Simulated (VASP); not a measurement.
# VIrC4N4 (P-43m) in VASP: notebook

VIrC4N4 is run at these levels: PBE; tasks: single point.

Everything below comes from runs of VASP 6.6.1. Logs are shortened: lines on timing, memory, paths and dates and some standing lists are left out, and cuts for length are marked.

## Step 1: The cell of the first run

It takes space group P-43m (No. 215, cubic). Conventional cell: a = 5.883 Å, b = 5.883 Å, c = 5.883 Å, α = 90.00°, β = 90.00°, γ = 90.00°. Within 2.5 Å of V (site symmetry -43m) lie 4 C at 1.92 Å. Ir (site symmetry -43m) has 4 N at 2.01 Å within 2.7 Å. Within 1.6 Å of C (site symmetry 3m) lie 1 N at 1.17 Å. N (site symmetry 3m) has 1 C at 1.17 Å within 1.6 Å.

## Step 2: Single point, PBE, collinear spin, ferrimagnetic start

The input, INCAR:

```
PREC = Accurate ; ENCUT = 520
EDIFF = 1E-7 ; ISMEAR = 0
SIGMA = 0.1 ; LREAL = F
LASPH = T ; NELM = 150
ALGO = Normal ; ISIF = 2
LWAVE = F ; LCHARG = T
ISPIN = 2 ; MAGMOM = -2 1 0 0 0 0 0 0 0 0
LORBIT = 11 ; LMAXMIX = 4
GGA = PE ; LELF = T
LVHAR = T ; NBANDS = 44
```

The input, KPOINTS:

```
regular mesh
0
Gamma
  4 4 4
```

The input, POSCAR:

```
VIrC4N4
1.0
    5.8826218900      0.0000000000      0.0000000000
    0.0000000000      5.8826218900      0.0000000000
    0.0000000000      0.0000000000      5.8826218900
V Ir C N
1 1 4 4
Direct
    0.0000000000      0.0000000000      0.0000000000
    0.5000000000      0.5000000000      0.5000000000
    0.1881440800      0.1881440800      0.1881440800
    0.1881440800      0.8118559200      0.8118559200
    0.8118559200      0.1881440800      0.8118559200
    0.8118559200      0.8118559200      0.1881440800
    0.3029738000      0.3029738000      0.3029738000
    0.3029738000      0.6970262000      0.6970262000
    0.6970262000      0.3029738000      0.6970262000
    0.6970262000      0.6970262000      0.3029738000
```

Potentials or basis: VASP PAW PBE potentials, release 64 (V_sv, Ir, C, N).

The run is started by

```
> cat potpaw_PBE.64/V_sv/POTCAR potpaw_PBE.64/Ir/POTCAR potpaw_PBE.64/C/POTCAR potpaw_PBE.64/N/POTCAR > POTCAR
> mpirun -np 1 vasp_std > vasp.out
```

OUTCAR:

```text
PREC = Accurate
   ENCUT = 520
   EDIFF = 1E-7
   ISMEAR = 0
   LREAL = F
   LASPH = T
   NELM = 150
   ISIF = 2
   ISPIN = 2
   LORBIT = 11
   GGA = PE

 ion  position               nearest neighbor table
   1  0.000  0.000  0.000-   3 1.92   4 1.92   5 1.92   6 1.92
   2  0.500  0.500  0.500-   7 2.01   8 2.01   9 2.01  10 2.01
   3  0.188  0.188  0.188-   7 1.17   1 1.92
   4  0.188  0.812  0.812-   8 1.17   1 1.92
   5  0.812  0.188  0.812-   9 1.17   1 1.92
   6  0.812  0.812  0.188-  10 1.17   1 1.92
   7  0.303  0.303  0.303-   3 1.17   2 2.01
   8  0.303  0.697  0.697-   4 1.17   2 2.01
   9  0.697  0.303  0.697-   5 1.17   2 2.01
  10  0.697  0.697  0.303-   6 1.17   2 2.01

  LATTYP: Found a simple cubic cell.
 ALAT       =     5.8826218900

  Lattice vectors:

 A1 = (   5.8826218900,   0.0000000000,   0.0000000000)
 A2 = (   0.0000000000,   5.8826218900,   0.0000000000)
 A3 = (   0.0000000000,   0.0000000000,   5.8826218900)

Analysis of symmetry for initial positions (statically):
=====================================================================
 Subroutine PRICEL returns:
 Original cell was already a primitive cell.

 Routine SETGRP: Setting up the symmetry group for a
 simple cubic supercell.

 Subroutine GETGRP returns: Found 24 space group operations
 (whereof 24 operations were pure point group operations)
 out of a pool of 48 trial point group operations.

The static configuration has the point symmetry T_d .

Analysis of symmetry for dynamics (positions and initial velocities):
=====================================================================
 Subroutine PRICEL returns:
 Original cell was already a primitive cell.

 Routine SETGRP: Setting up the symmetry group for a
 simple cubic supercell.

 Subroutine GETGRP returns: Found 24 space group operations
 (whereof 24 operations were pure point group operations)
 out of a pool of 48 trial point group operations.

The dynamic configuration has the point symmetry T_d .

Analysis of structural, dynamic, and magnetic symmetry:
=====================================================================
 Subroutine PRICEL returns:
 Original cell was already a primitive cell.

 Routine SETGRP: Setting up the symmetry group for a
 simple cubic supercell.

 Subroutine GETGRP returns: Found 24 space group operations
 (whereof 24 operations were pure point group operations)
 out of a pool of 48 trial point group operations.

The overall configuration has the point symmetry T_d .

 Subroutine INISYM returns: Found 24 space group operations
 (whereof 24 operations are pure point group operations),
 and found     1 'primitive' translations

----------------------------------------------------------------------------------------

                                     Primitive cell

  volume of cell :     203.5695

  direct lattice vectors                    reciprocal lattice vectors
     5.882621890  0.000000000  0.000000000     0.169992228  0.000000000  0.000000000
     0.000000000  5.882621890  0.000000000     0.000000000  0.169992228  0.000000000
     0.000000000  0.000000000  5.882621890     0.000000000  0.000000000  0.169992228

  length of vectors
     5.882621890  5.882621890  5.882621890     0.169992228  0.169992228  0.169992228

  position of ions in fractional coordinates (direct lattice)
     0.000000000  0.000000000  0.000000000
     0.500000000  0.500000000  0.500000000
     0.188144080  0.188144080  0.188144080
     0.188144080  0.811855920  0.811855920
     0.811855920  0.188144080  0.811855920
     0.811855920  0.811855920  0.188144080
     0.302973800  0.302973800  0.302973800
     0.302973800  0.697026200  0.697026200
     0.697026200  0.302973800  0.697026200
     0.697026200  0.697026200  0.302973800

  ion indices of the primitive-cell ions
   primitive index   ion index
[... 54 lines left out ...]
   ions per type =               1   1   4   4
   NGX,Y,Z   is equivalent  to a cutoff of  13.57, 13.57, 13.57 a.u.
   NGXF,Y,Z  is equivalent  to a cutoff of  27.13, 27.13, 27.13 a.u.
 SYSTEM =  unknown system
   PREC   = accura    normal or accurate (medium, high low for compatibility)
   ISTART =      0    job   : 0-new  1-cont  2-samecut
   ICHARG =      2    charge: 1-file 2-atom 10-const
   ISPIN  =      2    spin polarized calculation?
   LNONCOLLINEAR =      F non collinear calculations
   LSORBIT =      F    spin-orbit coupling
   LASPH  =      T    aspherical Exc in radial PAW
   ENCUT  =  520.0 eV  38.22 Ry    6.18 a.u.  10.94 10.94 10.94*2*pi/ulx,y,z
   NELM   =    150;   NELMIN=  2; NELMDL= -5     # of ELM steps
   EDIFF  = 0.1E-06   stopping-criterion for ELM
   LREAL  =      F    real-space projection
   EDIFFG = 0.1E-05   stopping-criterion for IOM
   NSW    =      0    number of steps for IOM
   IBRION =     -1    ionic relax: 0-MD 1-quasi-New 2-CG
   NFREE  =      0    steps in history (QN), initial steepest desc. (CG)
   ISIF   =      2    stress and relaxation
   ISYM   =      2    0-nonsym 1-usesym 2-fastsym
   POTIM  = 0.5000    time-step for ionic-motion
   TEBEG  =    0.0;   TEEND  =   0.0 temperature during run
   PSTRESS=    0.0 pullay stress
   NELECT =      58.0000    total number of electrons
   NUPDOWN=      -1.0000    fix difference up-down
   EMIN   =  10.00;   EMAX   =-10.00  energy-range for DOS
   EFERMI =   0.00;   METHOD = LEGACY
   ISMEAR =     0;   SIGMA  =   0.10  broadening in eV -4-tet -1-fermi 0-gaus
   EFERMI_NEDOS =   21; number of points for ismear=-14 and -15
   IALGO  =     38    algorithm
   IMIX   =      4    mixing-type and parameters
     AMIX     =   0.40;   BMIX     =  1.00
     AMIX_MAG =   1.60;   BMIX_MAG =  1.00
  volume/ion in A,a.u.               =      20.36       137.38
  Fermi-wavevector in a.u.,A,eV,Ry     =   1.077242  2.035692 15.788882  1.160450
  Thomas-Fermi vector in A             =   2.213148
   LORBIT       =     11    0 simple, 1 ext, 2 COOP (PROOUT), +10 PAW based schemes
   GGA     = PE    functional components
   LHFCALC =     F    Hartree Fock is set to
   AEXX    =    0.0000 exact exchange contribution
   IVDW    =     0    specifies the selected vdW correction
   LEPSILON=     F    determine dielectric tensor
   LRPA    =     F    only Hartree local field effects (RPA)
 spin polarized calculation
 Gauss-broadening in eV      SIGMA  =   0.10
  energy-cutoff  :      520.00
  volume of cell :      203.57
 maximum number of plane-waves:      5520
 NGX is ok and might be reduce to    48
   NGX = 21   NGY = 21   NGZ = 21

 number of electron      58.0000012 magnetization       0.0000315

 number of electron      58.0000012 magnetization      -0.0000491

 Free energy of the ion-electron system (eV)
  ---------------------------------------------------
  ext. energy  EPLUGINS =         0.00000000
  ---------------------------------------------------
  free energy    TOTEN  =       -81.08617316 eV

  energy without entropy =      -81.05730490  energy(sigma->0) =      -81.07173903

 E-fermi :   0.0495     XC(G=0):  -7.4382

 val. band max:        0.0411320760   @ k =   0.5000   0.5000   0.5000
 cond. band min:       0.0531916622   @ k =   0.5000   0.5000   0.2500
 fundamental gap:      0.0120595861
 Fermi energy:         0.0495161290

 spin component 1

 k-point     1 :       0.0000    0.0000    0.0000
  band No.  band energies     occupation
      1     -63.7413      1.00000
      2     -37.6470      1.00000
      3     -37.6470      1.00000
      4     -37.6470      1.00000
      5     -18.5444      1.00000
      6     -18.4121      1.00000
[... 429 lines left out ...]
     40       5.4038      0.00000
     41       5.7661      0.00000
 Fermi energy:         0.0495161290

 spin component 2

 k-point     1 :       0.0000    0.0000    0.0000
  band No.  band energies     occupation
      1     -64.8925      1.00000
      2     -38.7857      1.00000
      3     -38.7857      1.00000
      4     -38.7857      1.00000
      5     -18.5328      1.00000
      6     -18.4005      1.00000
[... 429 lines left out ...]
     40       5.2550      0.00000
     41       5.4517      0.00000
 [bands above 41 left out]

------------------------ aborting loop because EDIFF is reached ----------------------------------------

  FORCE on cell =-STRESS in cart. coord.  units (eV):
  Direction    XX          YY          ZZ          XY          YZ          ZX
  --------------------------------------------------------------------------------------
  -------------------------------------------------------------------------------------
  Total        3.6446098      3.6446098      3.6446098      0.0000000      0.0000000     -0.0000000
  in kB       28.6846015     28.6846015     28.6846015      0.0000000      0.0000000     -0.0000000
  external PRESSURE =      28.6846015 kB  Pullay stress =       0.0000000 kB

 VOLUME and BASIS-vectors are now :
 -----------------------------------------------------------------------------
  energy-cutoff  :      520.00
  volume of cell :      203.57
      direct lattice vectors                 reciprocal lattice vectors
     5.882621890  0.000000000  0.000000000     0.169992228  0.000000000  0.000000000
     0.000000000  5.882621890  0.000000000     0.000000000  0.169992228  0.000000000
     0.000000000  0.000000000  5.882621890     0.000000000  0.000000000  0.169992228

 POSITION                                       TOTAL-FORCE (eV/Angst)
 -----------------------------------------------------------------------------------
      0.00000      0.00000      0.00000        -0.000000      0.000000      0.000000
      2.94131      2.94131      2.94131        -0.000000      0.000000      0.000000
      1.10678      1.10678      1.10678        -0.610101     -0.610101     -0.610101
      1.10678      4.77584      4.77584        -0.610101      0.610101      0.610101
      4.77584      1.10678      4.77584         0.610101     -0.610101      0.610101
      4.77584      4.77584      1.10678         0.610101      0.610101     -0.610101
      1.78228      1.78228      1.78228         1.625240      1.625240      1.625240
      1.78228      4.10034      4.10034         1.625240     -1.625240     -1.625240
      4.10034      1.78228      4.10034        -1.625240      1.625240     -1.625240
      4.10034      4.10034      1.78228        -1.625240     -1.625240      1.625240
 -----------------------------------------------------------------------------------
    total drift:                               -0.000000     -0.000000     -0.000000

  FREE ENERGIE OF THE ION-ELECTRON SYSTEM (eV)
  ---------------------------------------------------
  free  energy   TOTEN  =       -81.0861731553 eV

  energy  without entropy=      -81.0573048985  energy(sigma->0) =      -81.07173903

 total charge

# of ion       s       p       d       tot
------------------------------------------
    1        2.347   6.302   3.149  11.798
    2        0.541   0.746   6.863   8.150
    3        0.964   1.680   0.000   2.643
    4        0.964   1.680   0.000   2.643
    5        0.964   1.680   0.000   2.643
    6        0.964   1.680   0.000   2.643
    7        1.292   2.576   0.000   3.869
    8        1.292   2.576   0.000   3.869
    9        1.292   2.576   0.000   3.869
   10        1.292   2.576   0.000   3.869
--------------------------------------------------
tot         11.912  24.072  10.011  45.995

 magnetization (x)

# of ion       s       p       d       tot
------------------------------------------
    1       -0.012  -0.017  -1.158  -1.187
    2        0.011   0.106   0.971   1.088
    3        0.010   0.050   0.000   0.060
    4        0.010   0.050   0.000   0.060
    5        0.010   0.050   0.000   0.060
    6        0.010   0.050   0.000   0.060
    7        0.007  -0.039   0.000  -0.032
    8        0.007  -0.039   0.000  -0.032
    9        0.007  -0.039   0.000  -0.032
   10        0.007  -0.039   0.000  -0.032
--------------------------------------------------
tot          0.069   0.133  -0.188   0.014
```

Wall time 2.4 min (1 thread of AMD EPYC 9R45 (Zen 5), shared host); peak memory 0.46 GiB.

What came out:

| Quantity | Value |
| --- | --- |
| Free energy | -81.0862 eV |
| Pressure | 2.9 GPa |
| Largest force | 2.815 eV/Å |
| Band gap on the k mesh | zero (filled and empty bands overlap) |
| Net moment | 0.00 μB per cell |
| Site moments | V -1.19; Ir +1.09; C +0.06; N -0.03 μB |
| Valence electrons inside the program's atomic spheres | V 11.80; Ir 8.15; C 2.64; N 3.87 |

Forces on the atoms (eV/Å):
```
V    0.000  0.000  0.000
Ir   0.000  0.000  0.000
C   -0.610 -0.610 -0.610
C   -0.610  0.610  0.610
C    0.610 -0.610  0.610
C    0.610  0.610 -0.610
N    1.625  1.625  1.625
N    1.625 -1.625 -1.625
N   -1.625  1.625 -1.625
N   -1.625 -1.625  1.625
```

Caveat: spin-orbit coupling is left out, which moves the levels of the heavy elements; forces of over 1 eV/Å act on the atoms, so gaps and moduli don't describe the material at rest.

## Step 3: Single point, PBE, collinear spin, ferrimagnetic start

This run uses another cell than the first one, of 20.41 Å³/atom.

The input, INCAR:

```
SYSTEM = VIrC4N4
ALGO     = Normal         ! electronic algorithm
EDIFF    = 1E-6           ! SCF threshold, eV
ENCUT    = 520            ! plane-wave cutoff, eV
GGA      = PE             ! functional
ISIF     = 2              ! what is computed and relaxed
ISMEAR   = 0              ! smearing method
ISPIN    = 2              ! spin polarisation
LASPH    = .TRUE.         ! aspherical terms in the spheres
LCHARG   = .FALSE.        ! write CHGCAR
LMAXMIX  = 4              ! l up to which the mixer works
LORBIT   = 11             ! projections on sites
LREAL    = .FALSE.        ! projectors in reciprocal space
LWAVE    = .FALSE.        ! write WAVECAR
MAGMOM   = -2 1 0 0 0 0 0 0 0 0 ! initial moments
NBANDS   = 44             ! bands
NELM     = 150            ! most SCF steps
PREC     = Accurate       ! precision mode
SIGMA    = 0.1            ! smearing width, eV
```

The input, KPOINTS:

```
k-points
0
G
  4 4 4
  0 0 0
```

The input, POSCAR:

```
VIrC4N4
1.0
    5.8875706772      0.0000000000      0.0000000000
    0.0000000000      5.8875706772      0.0000000000
    0.0000000000      0.0000000000      5.8875706772
V Ir C N
1 1 4 4
Direct
    0.0000000000      0.0000000000      0.0000000000
    0.5000000000      0.5000000000      0.5000000000
    0.1928339274      0.1928339274      0.1928339274
    0.1928339274      0.8071660726      0.8071660726
    0.8071660726      0.1928339274      0.8071660726
    0.8071660726      0.8071660726      0.1928339274
    0.3093953393      0.3093953393      0.3093953393
    0.3093953393      0.6906046607      0.6906046607
    0.6906046607      0.3093953393      0.6906046607
    0.6906046607      0.6906046607      0.3093953393
```

Potentials or basis: VASP PAW PBE potentials, release 64 (V_sv, Ir, C, N).

The run is started by

```
> cat potpaw_PBE.64/V_sv/POTCAR potpaw_PBE.64/Ir/POTCAR potpaw_PBE.64/C/POTCAR potpaw_PBE.64/N/POTCAR > POTCAR
> mpirun -np 1 vasp_std > vasp.out
```

It took 2.1 min on 1 thread of AMD EPYC 9R45 (Zen 5), shared host; peak memory 0.45 GiB.

Results (log left out):

```yaml
Free_energy: -81.3557 eV
Pressure: 0.7 GPa
Largest_force: 0.292 eV/Å
Band_gap_on_the_k_mesh: zero (filled and empty bands overlap)
Net_moment: 0.00 μB per cell
Site_moments: V -1.17; Ir +0.95; C +0.07; N -0.03 μB
Valence_electrons_inside_the_program's_atomic_spheres: V 11.64; Ir 8.43; C 2.59; N 3.86
```

Forces in eV/Å, atoms in the order of the input:
```
V    0.000  0.000  0.000
Ir   0.000  0.000  0.000
C   -0.169 -0.169 -0.169
C   -0.169  0.169  0.169
C    0.169 -0.169  0.169
C    0.169  0.169 -0.169
N    0.093  0.093  0.093
N    0.093 -0.093 -0.093
N   -0.093  0.093 -0.093
N   -0.093 -0.093  0.093
```

Levels at points of the mesh, in eV from the Fermi level:
Spin up:
| k point | band 27 | band 28 | band 29 | band 30 | band 31 | band 32 |
| --- | --- | --- | --- | --- | --- | --- |
| (0.00, 0.00, 0.00) | -0.66 | -0.66 | -0.66 | 0.92 | 0.92 | 1.31 |
| (0.50, 0.00, 0.00) | -0.83 | -0.56 | -0.56 | 0.43 | 1.03 | 1.39 |
| (0.50, 0.50, 0.00) | -0.88 | -0.39 | -0.39 | 0.42 | 1.07 | 1.25 |
| (0.50, 0.50, 0.50) | -0.45 | -0.45 | -0.45 | 0.92 | 0.92 | 1.29 |
Spin down:
```csv
k point,band 28,band 29,band 30,band 31,band 32,band 33
"(0.00, 0.00, 0.00)",-0.31,-0.31,-0.05,-0.05,1.15,1.15
"(0.50, 0.00, 0.00)",-0.72,-0.22,-0.22,0.79,1.04,1.30
"(0.50, 0.50, 0.00)",-0.74,0.00,0.00,0.80,1.07,1.07
"(0.50, 0.50, 0.50)",-0.03,-0.03,-0.02,-0.02,1.06,1.06
```

Caveat: spin-orbit coupling is left out, which moves the levels of the heavy elements.
